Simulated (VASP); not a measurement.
Runs of VASP 6.6.1 on BaRhO3. The structure is that of space group Pm-3m (No. 221), or close to it. The cells are those of the table. 

```tsv
cell	gap on the mesh (eV)	pressure (GPa)
a = 4.108 Å, 5 atoms	none	-15.0
a = 4.067 Å, 5 atoms	none	(b)
a = 4.148 Å, 5 atoms	none	(a)
a = 4.025 Å, 5 atoms	none	-7.7
a = 4.188 Å, 5 atoms	none	-20.3
```

Alike in all rows: task single point; level LDA; potentials or basis VASP PAW LDA potentials, release 64 (Ba_sv, Rh_pv, O); no spin polarisation; k mesh 6 × 6 × 6; cutoff (eV) 520; smearing gaussian 0.1 eV.

Q: Fill in the values left out.

A: (a) -17.9; (b) -11.7.

Caveats: spin-orbit coupling is left out, which moves the levels of the heavy elements; an odd number of electrons without spin polarisation forces a metal; a magnetic or distorted state may lie lower.

A k mesh can miss the band edges, and the runs leave out spin-orbit coupling on Ba, Rh.

A gap of «none» marks levels without a gap at the run's occupations.
